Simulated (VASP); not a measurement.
Runs of VASP 6.6.1 on Zr2TeSe. The structure is that of space group Pmmm (No. 47), or close to it. The cells are those of the table. 

```tsv
task	cell	k mesh	cutoff (eV)	gap on the mesh (eV)	pressure (GPa)	largest force (eV/Å)
single point	a = 3.987, b = 4.071, c = 7.173 Å, 4 atoms	12 × 12 × 8	520	none	(b)	0.01
relaxation of cell and atoms	relaxed from a = 3.795, b = 3.995, c = 6.746 Å, 4 atoms	4 × 4 × 4	600	none	-0.1	0.01
single point	a = 4.130, b = 4.000, c = 7.097 Å, 4 atoms	4 × 4 × 4	520	none	(a)	0.02
single point	a = 3.795, b = 3.995, c = 6.746 Å, 4 atoms	4 × 4 × 4	520	none	16.6	3.80
```

Alike in all rows: level PBE; potentials or basis VASP PAW PBE potentials, release 64 (Zr_sv, Te, Se); no spin polarisation; smearing gaussian 0.1 eV.

Problem. Estimate the missing entries.

Solution. (a) 0.0; (b) 0.1.

Caveats: some runs use coarse meshes; spin-orbit coupling is left out, which moves the levels of the heavy elements; forces of over 1 eV/Å act on the atoms, so gaps and moduli don't describe the material at rest (some runs).

A k mesh can miss the band edges, and the runs leave out spin-orbit coupling on Se, Te, Zr.

A gap of «none» marks levels without a gap at the run's occupations.
